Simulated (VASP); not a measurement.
# Sn (I4/mmm) in VASP: settings compared

Aim: see how the results for Sn move with the level of theory and the settings. Levels: PBEsol+D3(BJ), r2SCAN. Tasks: relaxation of cell and atoms, single point.

All numbers are computed with VASP 6.6.1; they aren't measurements. Logs are shortened: lines on timing, memory, paths and dates and some standing lists are left out, and cuts for length are marked.

## Step 1: The cell of the first run

Symmetry: I4/mmm, No. 139, tetragonal system. Conventional cell: a = 4.058 Å, b = 4.058 Å, c = 3.322 Å, α = 90.00°, β = 90.00°, γ = 90.00°. Within 4.4 Å of Sn (site symmetry 4/mmm) lie 14 Sn at 3.32 to 4.06 Å.

## Step 2: Relaxation of cell and atoms, PBEsol+D3(BJ)

Input file INCAR:

```
  PREC = Accurate
  ENCUT = 600
  EDIFF = 1E-7
  ISMEAR = -1
  SIGMA = 0.05
  LREAL = False
  LASPH = True
  NELM = 60
  ALGO = Normal
  ISIF = 3
  LWAVE = False
  LCHARG = False
  GGA = PS
  IVDW = 12
  IBRION = 2
  NSW = 60
  EDIFFG = -0.01
```

Input file KPOINTS:

```
regular mesh
0
Gamma
  10 10 10
```

Input file POSCAR:

```
Sn
1.0
   -2.0291894110      2.0291894110      1.6607599896
    2.0291894110     -2.0291894110      1.6607599896
    2.0291894110      2.0291894110     -1.6607599896
Sn
1
Direct
    0.0000000000      0.0000000000      0.0000000000
```

Potentials or basis: VASP PAW PBE potentials, release 64 (Sn_d).

Run with:

```bash
cat potpaw_PBE.64/Sn_d/POTCAR > POTCAR
mpirun -np 1 vasp_std > vasp.out
```

OUTCAR:

```text
PREC = Accurate
   ENCUT = 600
   EDIFF = 1E-7
   ISMEAR = -1
   LREAL = False
   LASPH = True
   NELM = 60
   ISIF = 3
   GGA = PS
   IVDW = 12
   IBRION = 2
   NSW = 60
   EDIFFG = -0.01
 IVDW          = 12

 ion  position               nearest neighbor table
   1  0.000  0.000  0.000-

  LATTYP: Found a body centered tetragonal cell.
 ALAT       =     4.0583788220
 C/A-ratio  =     0.8184351745

  Lattice vectors:

 A1 = (  -2.0291894110,   2.0291894110,   1.6607599896)
 A2 = (   2.0291894110,  -2.0291894110,   1.6607599896)
 A3 = (   2.0291894110,   2.0291894110,  -1.6607599896)

Analysis of symmetry for initial positions (statically):
=====================================================================
 Subroutine PRICEL returns:
 Original cell was already a primitive cell.

 Routine SETGRP: Setting up the symmetry group for a
 body centered tetragonal supercell.

 Subroutine GETGRP returns: Found 16 space group operations
 (whereof 16 operations were pure point group operations)
 out of a pool of 16 trial point group operations.

The static configuration has the point symmetry D_4h.

Analysis of symmetry for dynamics (positions and initial velocities):
=====================================================================
 Subroutine PRICEL returns:
 Original cell was already a primitive cell.

 Routine SETGRP: Setting up the symmetry group for a
 body centered tetragonal supercell.

 Subroutine GETGRP returns: Found 16 space group operations
 (whereof 16 operations were pure point group operations)
 out of a pool of 16 trial point group operations.

The dynamic configuration has the point symmetry D_4h.

 Subroutine INISYM returns: Found 16 space group operations
 (whereof 16 operations are pure point group operations),
 and found     1 'primitive' translations

----------------------------------------------------------------------------------------

                                     Primitive cell

  volume of cell :      27.3534

  direct lattice vectors                    reciprocal lattice vectors
    -2.029189411  2.029189411  1.660759990     0.000000000  0.246403809  0.301066983
     2.029189411 -2.029189411  1.660759990     0.246403809  0.000000000  0.301066983
     2.029189411  2.029189411 -1.660759990     0.246403809  0.246403809  0.000000000

  length of vectors
     3.315621069  3.315621069  3.315621069     0.389045197  0.389045197  0.348467608

  position of ions in fractional coordinates (direct lattice)
     0.000000000  0.000000000  0.000000000

  ion indices of the primitive-cell ions
   primitive index   ion index
                 1           1

----------------------------------------------------------------------------------------

 KPOINTS: regular mesh

Automatic generation of k-mesh.
 Grid dimensions read from file:
 generate k-points for:   10   10   10

 Generating k-lattice:

  Cartesian coordinates                     Fractional coordinates (reciprocal lattice)
     0.000000000  0.024640381  0.030106698     0.100000000 -0.000000000  0.000000000
     0.024640381  0.000000000  0.030106698    -0.000000000  0.100000000  0.000000000
     0.024640381  0.024640381  0.000000000     0.000000000  0.000000000  0.100000000

  Length of vectors
     0.038904520  0.038904520  0.034846761

  Shift w.r.t. Gamma in fractional coordinates (k-lattice)
     0.000000000  0.000000000  0.000000000

 Subroutine IBZKPT returns following result:
 ===========================================

 Found    102 irreducible k-points:

 Following reciprocal coordinates:
            Coordinates               Weight
  0.000000  0.000000  0.000000      1.000000
  0.100000  0.000000  0.000000      8.000000
  0.200000  0.000000  0.000000      8.000000
  0.300000  0.000000  0.000000      8.000000
  0.400000  0.000000  0.000000      8.000000
  0.500000  0.000000  0.000000      4.000000
[... 16 lines left out ...]
  0.300000  0.300000  0.000000      8.000000
  0.400000  0.300000  0.000000     16.000000
 [... further k-points ...]
   k-points           NKPTS =    102   k-points in BZ     NKDIM =    102   number of bands    NBANDS=     11
   number of dos      NEDOS =    301   number of ions     NIONS =      1
   total plane-waves  NPLWV =  21952
   dimension x,y,z NGX =    28 NGY =   28 NGZ =   28
   dimension x,y,z NGXF=    56 NGYF=   56 NGZF=   56
   ions per type =               1
   NGX,Y,Z   is equivalent  to a cutoff of  14.04, 14.04, 14.04 a.u.
   NGXF,Y,Z  is equivalent  to a cutoff of  28.08, 28.08, 28.08 a.u.
 SYSTEM =  unknown system
   PREC   = accura    normal or accurate (medium, high low for compatibility)
   ISTART =      0    job   : 0-new  1-cont  2-samecut
   ICHARG =      2    charge: 1-file 2-atom 10-const
   ISPIN  =      1    spin polarized calculation?
   LNONCOLLINEAR =      F non collinear calculations
   LSORBIT =      F    spin-orbit coupling
   LASPH  =      T    aspherical Exc in radial PAW
   ENCUT  =  600.0 eV  44.10 Ry    6.64 a.u.   6.62  6.62  6.62*2*pi/ulx,y,z
   NELM   =     60;   NELMIN=  2; NELMDL= -5     # of ELM steps
   EDIFF  = 0.1E-06   stopping-criterion for ELM
   LREAL  =      F    real-space projection
   EDIFFG = -.1E-01   stopping-criterion for IOM
   NSW    =     60    number of steps for IOM
   IBRION =      2    ionic relax: 0-MD 1-quasi-New 2-CG
   NFREE  =      1    steps in history (QN), initial steepest desc. (CG)
   ISIF   =      3    stress and relaxation
   ISYM   =      2    0-nonsym 1-usesym 2-fastsym
   POTIM  = 0.5000    time-step for ionic-motion
   TEBEG  =    0.0;   TEEND  =   0.0 temperature during run
   PSTRESS=    0.0 pullay stress
   NELECT =      14.0000    total number of electrons
   NUPDOWN=      -1.0000    fix difference up-down
   EMIN   =  10.00;   EMAX   =-10.00  energy-range for DOS
   EFERMI =   0.00;   METHOD = LEGACY
   ISMEAR =    -1;   SIGMA  =   0.05  broadening in eV -4-tet -1-fermi 0-gaus
   EFERMI_NEDOS =   21; number of points for ismear=-14 and -15
   IALGO  =     38    algorithm
   IMIX   =      4    mixing-type and parameters
     AMIX     =   0.40;   BMIX     =  1.00
     AMIX_MAG =   1.60;   BMIX_MAG =  1.00
  volume/ion in A,a.u.               =      27.35       184.59
  Fermi-wavevector in a.u.,A,eV,Ry     =   1.309524  2.474642 23.331997  1.714853
  Thomas-Fermi vector in A             =   2.440117
   LORBIT       =      0    0 simple, 1 ext, 2 COOP (PROOUT), +10 PAW based schemes
   GGA     = PS    functional components
   LHFCALC =     F    Hartree Fock is set to
   AEXX    =    0.0000 exact exchange contribution
   IVDW    =    12    specifies the selected vdW correction
   LEPSILON=     F    determine dielectric tensor
   LRPA    =     F    only Hartree local field effects (RPA)
 conjugate gradient relaxation of ions
 non-spin polarized calculation
  energy-cutoff  :      600.00
  volume of cell :       27.35
 maximum number of plane-waves:       937
   NGX = 13   NGY = 13   NGZ = 13

--------------------------------------- Ionic step        1  -------------------------------------------

 number of electron      14.0000001 magnetization

 Free energy of the ion-electron system (eV)
  ---------------------------------------------------
  ext. energy  EPLUGINS =         0.00000000
  ---------------------------------------------------
  free energy    TOTEN  =        -4.22827019 eV

  energy without entropy =       -4.22353179  energy(sigma->0) =       -4.22590099

------------------------ aborting loop because EDIFF is reached ----------------------------------------

 Edisp (eV)   -0.38678

 E8    (eV) :    -0.2727

  FORCE on cell =-STRESS in cart. coord.  units (eV):
  Direction    XX          YY          ZZ          XY          YZ          ZX
  --------------------------------------------------------------------------------------
  -------------------------------------------------------------------------------------
  Total      -0.79555    -0.79555    -0.61920     0.00000     0.00000     0.00000
  in kB     -46.59793   -46.59793   -36.26863     0.00000     0.00000     0.00000
  external pressure =      -43.15 kB  Pullay stress =        0.00 kB
[... 94 lines left out ...]
  FREE ENERGIE OF THE ION-ELECTRON SYSTEM (eV)
  ---------------------------------------------------
  free  energy   TOTEN  =        -4.6486129041 eV

  energy  without entropy=       -4.6449153764  energy(sigma->0) =       -4.64676414

[... ionic steps 4 to 7 ...]

--------------------------------------- Ionic step        8  -------------------------------------------

 number of electron      14.0000005 magnetization

------------------------ aborting loop because EDIFF is reached ----------------------------------------

 Edisp (eV)   -0.42293

 E8    (eV) :    -0.2984
[... 67 lines left out ...]
  energy  without entropy=       -4.6453225901  energy(sigma->0) =       -4.64762536

--------------------------------------- Ionic step       10  -------------------------------------------

 number of electron      14.0000005 magnetization

 Free energy of the ion-electron system (eV)
  ---------------------------------------------------
  ext. energy  EPLUGINS =         0.00000000
  ---------------------------------------------------
  free energy    TOTEN  =        -4.22617924 eV

  energy without entropy =       -4.22157163  energy(sigma->0) =       -4.22387543

 E-fermi :   8.9165     XC(G=0): -10.8865

 val. band max:        8.9163977795   @ k =  -0.3000  -0.3000   0.3000
 cond. band min:       8.9175657571   @ k =  -0.2000   0.4000   0.1000
 fundamental gap:      0.0011679776
 Fermi energy:         8.9164562873

 k-point     1 :       0.0000    0.0000    0.0000
  band No.  band energies     occupation
      1     -12.6007      2.00000
      2     -12.5155      2.00000
      3     -12.5155      2.00000
      4     -12.4797      2.00000
      5     -12.3513      2.00000
      6      -2.7922      2.00000
      7      16.5091      0.00000
      8      16.5091      0.00000
      9      18.9826      0.00000
     10      20.0018      0.00000
     11      21.2537      0.00000
[... 309 lines left out ...]
 k-point    24 :       0.4000    0.3000    0.0000
  band No.  band energies     occupation
      1     -12.5736      2.00000
      2     -12.4668      2.00000
      3     -12.4307      2.00000
      4     -12.3873      2.00000
      5     -12.3596      2.00000
      6       2.8344      2.00000
      7       6.0806      2.00000
      8       7.5795      2.00000
      9      13.5823      0.00000
     10      18.8144      0.00000
     11      20.8431      0.00000

 [... further k-points ...]

------------------------ aborting loop because EDIFF is reached ----------------------------------------

 Edisp (eV)   -0.42376

 E8    (eV) :    -0.2989

  FORCE on cell =-STRESS in cart. coord.  units (eV):
  Direction    XX          YY          ZZ          XY          YZ          ZX
  --------------------------------------------------------------------------------------
  -------------------------------------------------------------------------------------
  Total       0.00003     0.00003    -0.00022     0.00000     0.00000     0.00000
  in kB       0.00175     0.00175    -0.01428     0.00000     0.00000     0.00000
  external pressure =       -0.00 kB  Pullay stress =        0.00 kB
[... 16 lines left out ...]
  FREE ENERGIE OF THE ION-ELECTRON SYSTEM (eV)
  ---------------------------------------------------
  free  energy   TOTEN  =        -4.6499345564 eV

  energy  without entropy=       -4.6453269470  energy(sigma->0) =       -4.64763075

 reached required accuracy - stopping structural energy minimisation
```

It took 3 min on 1 thread of Intel Xeon 6975P-C (Granite Rapids), shared host; peak memory 0.2 GiB.

Results:

```yaml
Free_energy: -4.6499 eV
Relaxed_volume: 25.06 Å³/atom
Relaxed_cell: a = 3.214 Å, b = 3.214 Å, c = 3.214 Å, α = 105.11°, β = 105.11°, γ = 118.59°
Space_group_after_relaxing_to_0.05_Å: I4/mmm (No. 139)
Energy_gained_by_relaxing: 34.9 meV/atom
Ionic_steps: 10
Pressure_after_relaxing: 0.0 GPa
Band_gap_on_the_k_mesh: zero (band 7 reaches 16.51 eV, above the bottom of band 8 at 6.56 eV)
Dispersion_energy_per_atom: -0.424 eV
```

The path:
| step | energy change (eV) | largest force (eV/Å) | pressure (GPa) | volume (Å³) |
| --- | --- | --- | --- | --- |
| 1 | 0.0000 | 0.0000 | -4.32 | 27.35 |
| 2 | -0.0309 | 0.0000 | 1.62 | 24.54 |
| 3 | -0.0336 | 0.0000 | 0.12 | 25.10 |
| 4 | -0.0335 | 0.0000 | -0.01 | 25.14 |
| 5 | -0.0347 | 0.0000 | -0.10 | 25.12 |
| 6 | -0.0348 | 0.0000 | -0.11 | 25.11 |
| 7 | -0.0349 | 0.0000 | -0.13 | 25.11 |
| 8 | -0.0349 | 0.0000 | -0.12 | 25.11 |
| 9 | -0.0349 | 0.0000 | 0.08 | 25.03 |
| 10 | -0.0349 | 0.0000 | 0.00 | 25.06 |

Final structure:
```
CELL_PARAMETERS angstrom
-1.95397 1.95397 1.64098
1.95397 -1.95397 1.64098
1.95397 1.95397 -1.64098
ATOMIC_POSITIONS crystal
Sn 0.00000 0.00000 0.00000
```

Caveat: the PAW data sets were made with another functional, which shifts forces and pressure a little; spin-orbit coupling is left out, which moves the levels of the heavy elements; pairwise dispersion overbinds metals, which lowers pressure and volume.

## Step 3: Single point, r2SCAN, non-collinear spin, zero start, spin-orbit coupling

POSCAR is that of step 2.

Input file INCAR.step1:

```
SYSTEM = Sn
  ALGO = Normal
  EDIFF = 1E-4
  ENCUT = 520
  GGA = PE
  GGA_COMPAT = .FALSE.
  ISMEAR = -1
  LASPH = .TRUE.
  LCHARG = .FALSE.
  LREAL = .FALSE.
  LSORBIT = .TRUE.
  LWAVE = .TRUE.
  MAGMOM = 0 0 0
  NBANDS = 25
  NELM = 150
  PREC = Accurate
  SIGMA = 0.05
```

Input file INCAR.step2:

```
SYSTEM = Sn
  ALGO = Normal
  EDIFF = 1E-6
  ENCUT = 520
  GGA_COMPAT = .FALSE.
  ISIF = 2
  ISMEAR = -1
  ISTART = 1
  LASPH = .TRUE.
  LCHARG = .FALSE.
  LMIXTAU = .TRUE.
  LORBIT = 11
  LORBMOM = .TRUE.
  LREAL = .FALSE.
  LSORBIT = .TRUE.
  LWAVE = .FALSE.
  MAGMOM = 0 0 0
  METAGGA = R2SCAN
  NBANDS = 25
  NELM = 150
  PREC = Accurate
  SIGMA = 0.05
```

Input file KPOINTS:

```
k-points
0
G
  7 7 7
  0 0 0
```

Potentials or basis: VASP PAW PBE potentials, release 64 (Sn_d).

Run with:

```bash
cat potpaw_PBE.64/Sn_d/POTCAR > POTCAR
cp INCAR.step1 INCAR
mpirun -np 1 vasp_ncl > vasp.out
cp INCAR.step2 INCAR
mpirun -np 1 vasp_ncl > vasp.out
```

It took 6.4 min on 1 thread of Intel Xeon 6975P-C (Granite Rapids), shared host; peak memory 0.29 GiB.

It converged, with:

```yaml
Free_energy: -24.5838 eV
Pressure: 0.4 GPa
Net_moment: 0.00 μB per cell
Valence_electrons_inside_the_program's_atomic_spheres: Sn 12.17
```

Stress tensor (GPa, compression positive):
```
-0.20  0.00  0.00
 0.00 -0.20  0.00
 0.00  0.00  1.74
```

Moments on the atoms (μB; x, y, z):
```
Sn  0.00 0.00 0.00
```

Caveat: the PAW data sets were made with another functional, which shifts forces and pressure a little.
